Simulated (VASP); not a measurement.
# AsSe4 (Cmmm) in VASP: further runs, part 2 of 2

VASP 6.6.1.

## Step 3: Relaxation of cell and atoms, PBE

This run uses another cell than the first one, of 24.79 Å³/atom.

INCAR

```
SYSTEM = AsSe4
ALGO = Normal
EDIFF = 1E-6
EDIFFG = -0.04
ENCUT = 600
GGA = PE
IBRION = 2
ISIF = 3
ISMEAR = 0
LASPH = .True.
LCHARG = .False.
LREAL = .False.
LWAVE = .False.
NELM = 80
NSW = 90
PREC = Accurate
SIGMA = 0.1
```

KPOINTS

```
k-points
0
Gamma
  4 4 6
  0 0 0
```

POSCAR

```
AsSe4
1.0
    4.0353795200     -4.2374285800      0.0000000000
    4.0353795200      4.2374285800      0.0000000000
    0.0000000000      0.0000000000      3.6236476300
As Se
1 4
Direct
    0.0000000000      0.0000000000      0.0000000000
    0.8105999900      0.1894000100      0.5000000000
    0.1894000100      0.8105999900      0.5000000000
    0.2852000000      0.2852000000      0.0000000000
    0.7148000000      0.7148000000      0.0000000000
```

Potentials or basis: VASP PAW PBE potentials, release 64 (As, Se).

Started as:

```
$ cat potpaw_PBE.64/As/POTCAR potpaw_PBE.64/Se/POTCAR > POTCAR
$ mpirun -np 1 vasp_std > vasp.out
```

OUTCAR:

```text
SYSTEM = AsSe4
   EDIFF = 1E-6
   EDIFFG = -0.04
   ENCUT = 600
   GGA = PE
   IBRION = 2
   ISIF = 3
   ISMEAR = 0
   LASPH = .True.
   LREAL = .False.
   NELM = 80
   NSW = 90
   PREC = Accurate

 ion  position               nearest neighbor table
   1  0.000  0.000  0.000-   4 2.30   5 2.30   2 2.42   3 2.42   2 2.42   3 2.42
   2  0.811  0.189  0.500-   1 2.42   1 2.42
   3  0.189  0.811  0.500-   1 2.42   1 2.42
   4  0.285  0.285  0.000-   1 2.30
   5  0.715  0.715  0.000-   1 2.30

  LATTYP: Found a base centered orthorhombic cell.
 ALAT       =     8.0707590400
 B/A-ratio  =     1.0500694071
 C/A-ratio  =     0.4489847376

  Lattice vectors:

 A1 = (   4.0353795200,  -4.2374285800,   0.0000000000)
 A2 = (   4.0353795200,   4.2374285800,   0.0000000000)
[... 192 lines left out ...]
  Total        7.6981587      5.7399693      4.0802599      0.0000000      0.0000000      0.0000000
  in kB       99.5255789     74.2091431     52.7516054      0.0000000      0.0000000      0.0000000
  external PRESSURE =      75.4954425 kB  Pullay stress =       0.0000000 kB
[... 1125 lines left out ...]
     17       6.2221      0.00000
     18       6.4439      0.00000

 [... further k-points ...]

[... ionic steps 4 to 39 ...]

--------------------------------------- Ionic step       40  -------------------------------------------

 number of electron      28.9999998 magnetization

------------------------ aborting loop because EDIFF is reached ----------------------------------------
[... 73 lines left out ...]
--------------------------------------- Ionic step       42  -------------------------------------------

 number of electron      29.0000000 magnetization

 Free energy of the ion-electron system (eV)
  ---------------------------------------------------
  ext. energy  EPLUGINS =         0.00000000
  ---------------------------------------------------
  free energy    TOTEN  =       -16.85240291 eV

  energy without entropy =      -16.83233456  energy(sigma->0) =      -16.84236874

 E-fermi :   4.2205     XC(G=0):  -9.7932

 val. band max:        4.2075825724   @ k =   0.0000   0.0000   0.3333
 cond. band min:       4.2275106890   @ k =   0.5000   0.5000   0.3333
 fundamental gap:      0.0199281166
 Fermi energy:         4.2205098642
[... 536 lines left out ...]
  FREE ENERGIE OF THE ION-ELECTRON SYSTEM (eV)
  ---------------------------------------------------
  free  energy   TOTEN  =       -16.8524029111 eV

  energy  without entropy=      -16.8323345620  energy(sigma->0) =      -16.84236874

 reached required accuracy - stopping structural energy minimisation
```

OSZICAR:

```text
N       E                     dE             d eps       ncg     rms          rms(c)
DAV:   1     0.168586574256E+03    0.16859E+03   -0.12887E+04  1008   0.150E+03
DAV:   2    -0.349660214332E+01   -0.17208E+03   -0.16989E+03  1450   0.221E+02
DAV:   3    -0.150540163296E+02   -0.11557E+02   -0.11252E+02  1138   0.637E+01
[... 395 lines left out ...]
DAV:   2    -0.168528945071E+02    0.10129E-02   -0.40115E-03  1094   0.378E-01    0.102E-01
DAV:   3    -0.168524172933E+02    0.47721E-03   -0.12103E-03  1088   0.175E-01    0.271E-02
DAV:   4    -0.168524025356E+02    0.14758E-04   -0.50449E-05  1282   0.442E-02    0.169E-02
DAV:   5    -0.168524022838E+02    0.25175E-06   -0.10037E-05  1118   0.170E-02    0.904E-03
DAV:   6    -0.168524029111E+02   -0.62731E-06   -0.11748E-06   598   0.688E-03
  42 F= -.16852403E+02 E0= -.16842369E+02  d E =-.717206E-02
```

CONTCAR:

```text
AsSe4
   1.00000000000000
     4.0517043431150999   -3.6216125100383860    0.0000000000000000
     4.0517043431150999    3.6216125100383860    0.0000000000000000
     0.0000000000000000    0.0000000000000000    3.9276884855366423
  As              Se
     1     4
Direct
     0.0000000000000000    0.0000000000000000    0.0000000000000000
     0.7456319049632960    0.2543680950367039    0.5000000000000000
     0.2543680950367039    0.7456319049632960    0.5000000000000000
     0.3345724167376147    0.3345724167376147    0.0000000000000000
     0.6654275832623855    0.6654275832623855    0.0000000000000000

  0.00000000E+00  0.00000000E+00  0.00000000E+00
  0.00000000E+00  0.00000000E+00  0.00000000E+00
  0.00000000E+00  0.00000000E+00  0.00000000E+00
  0.00000000E+00  0.00000000E+00  0.00000000E+00
  0.00000000E+00  0.00000000E+00  0.00000000E+00
```

Run time: 49 min. Hardware: 1 thread of AMD EPYC 7R13, shared host; peak memory 0.28 GiB.

Results:

- Free energy: -16.8524 eV
- Relaxed volume: 23.05 Å³/atom
- Relaxed cell: a = 5.434 Å, b = 5.434 Å, c = 3.928 Å, α = 90.00°, β = 90.00°, γ = 83.58°
- Space group after relaxing (to 0.1 Å): Cmmm (No. 65)
- Energy gained by relaxing: 338.5 meV/atom
- Ionic steps: 42
- Pressure after relaxing: -0.1 GPa
- Largest force after relaxing: 0.014 eV/Å
- Band gap on the k mesh: zero (an odd number of electrons rules out a gap without spin polarisation)

Forces in eV/Å, atoms in the order of the input:
```
As   0.000  0.000  0.000
Se   0.000  0.005  0.000
Se   0.000 -0.005  0.000
Se  -0.014  0.000  0.000
Se   0.014  0.000  0.000
```

Step by step:
| step | energy change (eV) | largest force (eV/Å) | pressure (GPa) | volume (Å³) |
| --- | --- | --- | --- | --- |
| 1 | 0.0000 | 2.6659 | 7.55 | 123.93 |
| 3 | -0.6361 | 0.7972 | -2.38 | 138.46 |
| 5 | -1.2031 | 0.4968 | -0.15 | 119.69 |
| 7 | -1.2143 | 0.4213 | 0.45 | 117.80 |
| 9 | -1.2542 | 0.2125 | -0.45 | 117.65 |
| 11 | -1.2795 | 0.4550 | 1.51 | 112.85 |
| 13 | -1.2781 | 0.5069 | 1.88 | 112.12 |
| 15 | -1.2947 | 0.5195 | 2.08 | 111.59 |
| 17 | -1.3395 | 0.3177 | 3.47 | 109.11 |
| 19 | -1.3700 | 0.1213 | 3.15 | 109.98 |
| 21 | -1.4672 | 0.0669 | 0.72 | 113.96 |
| 23 | -1.4847 | 0.0340 | -0.76 | 116.91 |
| 25 | -1.4903 | 0.0109 | -0.50 | 116.42 |
| 27 | -1.4946 | 0.3608 | 1.29 | 113.62 |
| 29 | -1.5096 | 0.2056 | 0.43 | 114.90 |
| 31 | -1.5658 | 0.4071 | 0.56 | 114.74 |
| 33 | -1.3752 | 0.3749 | 1.66 | 110.48 |
| 35 | -1.6273 | 0.6423 | 0.66 | 114.02 |
| 37 | -1.6568 | 0.4030 | -0.16 | 114.99 |
| 39 | -1.6843 | 0.0701 | 1.15 | 113.12 |
| 41 | -1.6918 | 0.0319 | 0.23 | 114.71 |
| 42 | -1.6924 | 0.0141 | -0.05 | 115.27 |

Final structure:
```
CELL_PARAMETERS angstrom
4.05170 -3.62161 0.00000
4.05170 3.62161 0.00000
0.00000 0.00000 3.92769
ATOMIC_POSITIONS crystal
As 0.00000 0.00000 0.00000
Se 0.74563 0.25437 0.50000
Se 0.25437 0.74563 0.50000
Se 0.33457 0.33457 0.00000
Se 0.66543 0.66543 0.00000
```

Levels at points of the mesh, in eV from the Fermi level:
```csv
k point,band 12,band 13,band 14,band 15,band 16,band 17,band 18
"(0.00, 0.00, 0.00)",-1.17,-0.82,-0.67,-0.52,0.50,0.98,2.72
"(0.50, 0.00, 0.00)",-2.02,-0.54,0.36,0.47,0.55,0.99,1.54
"(0.50, 0.50, 0.00)",-2.07,-1.96,-1.85,-0.94,-0.82,0.56,2.85
"(0.00, 0.00, 0.50)",-2.56,-1.99,-1.50,-1.30,-0.80,-0.12,3.62
"(0.50, 0.00, 0.50)",-2.35,-1.14,0.57,0.64,0.85,1.60,1.71
"(0.50, 0.50, 0.50)",-1.05,-0.70,-0.50,-0.38,-0.36,1.13,3.21
```
